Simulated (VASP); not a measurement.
Runs of VASP 6.6.1 on TiSi2. The cell holds an amorphous packing of atoms, 18 atoms: a = 6.668 Å, b = 6.453 Å, c = 6.744 Å, α = 90.17°, β = 91.62°, γ = 85.70°. 

```csv
smearing,gap on the mesh (eV),pressure (GPa),largest force (eV/Å)
fermi-dirac 0.0939 eV,0.09,(c),3.94
fermi-dirac 0.1689 eV,0.30,(a),3.65
fermi-dirac 0.05 eV,0.21,-4.7,1.52
fermi-dirac 0.2344 eV,0.16,4.8,(b)
```

Alike in all rows: task single point; level PBE; potentials or basis VASP PAW PBE potentials, release 64 (Ti_sv, Si); no spin polarisation; cell as given; k mesh 1 × 1 × 1, shifted; cutoff (eV) 520.

Q: Fill in the values left out.

A: (a) 3.6; (b) 3.50; (c) -0.5.

Caveats: all runs use coarse meshes.

A k mesh can miss the band edges.
